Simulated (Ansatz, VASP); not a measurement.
## CoNiO2: VASP beside Ansatz

```
Ni Co O
1.0
     2.99410    0.00000    0.00000
     0.00000    2.99410    0.00000
     0.00000    0.00000    4.19395
Ni Co O
1 1 2
Direct
  0.00000 0.00000 0.00000
  0.50000 0.50000 0.50000
  0.00000 0.00000 0.50000
  0.50000 0.50000 0.00000
```

Change from the starting cell: volume scaled by 0.98.

Alike in both runs: task single point; functional PBEsol; k mesh 9 × 9 × 6; occupations fermi-dirac, width 0.05 eV; collinear spin.

|  | VASP | Ansatz |
| --- | --- | --- |
| version | VASP 6.6.1 | Ansatz 0.2.0 |
| potentials or method | VASP PAW PBE potentials, release 64 (Ni, Co, O), cutoff 520 eV | all-electron LAPW, scalar-relativistic |

|  | VASP | Ansatz | Ansatz less VASP |
| --- | --- | --- | --- |
| gap on the k mesh at the Fermi level (eV) | none | none | - |
| pressure (GPa) | -11.2 | -8.9 | +2.23 |
| traceless stress, the component that is largest in VASP (GPa) | 1.17 | 1.39 | +0.219 |
| net moment per atom (μB) | 0.96 | 1.11 | +0.156 |
| size of the moment on the site where the two differ most (μB) | 0.88 | 1.35 | +0.474 |

The net moments are unlike, so the other rows may belong to different states. VASP's potentials were made for PBE, not for PBEsol. Site moments also hang on the region over which each program counts them. A gap of «none» marks a metal or a gap that the smearing closes. Ansatz ran all-electron here, and VASP with PAW potentials.
